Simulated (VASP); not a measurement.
Sn3H, 8 atoms in the cell. The structure is hexagonal, space group P6_3/mmc (No. 194). Conventional cell: a = 6.264 Å, b = 6.264 Å, c = 5.360 Å, α = 90.00°, β = 90.00°, γ = 120.00°. Sn (site symmetry mm2) has 8 Sn at 3.11 to 3.24 Å and 4 H at 3.13 to 3.23 Å within 4.1 Å. Within 4.1 Å of H (site symmetry -6m2) lie 12 Sn at 3.13 to 3.23 Å. The cell was built from a structure type or drawn by symmetry, and may not be a known phase.

```yaml
Program: VASP 6.6.1
Task: single point
Functional: PBE
Potentials_or_basis: VASP PAW PBE potentials, release 64 (Sn_d, H)
Cutoff: 520 eV
k_mesh: 3 × 3 × 4
Occupations: gaussian, width 0.1 eV
Spin: no spin polarisation
Dipole_correction: no
Further_INCAR_settings: ALGO = Normal; EDIFF = 1e-06; NBANDS = 53
```

Potentials or basis: VASP PAW PBE potentials, release 64 (Sn_d, H).

Command:

```bash
$ cat potpaw_PBE.64/Sn_d/POTCAR potpaw_PBE.64/H/POTCAR > POTCAR
$ mpirun -np 1 vasp_std > vasp.out
```

Hardware: 1 thread of Intel(R) Xeon(R) Platinum 8559C (Emerald Rapids), on a shared host.

Question: How long does it take, and how much memory?

Answer: Wall time 68 s on 1 thread of Intel(R) Xeon(R) Platinum 8559C (Emerald Rapids) (shared host), peak memory 0.31 GiB. Counts: scf iterations 14, k points 9.
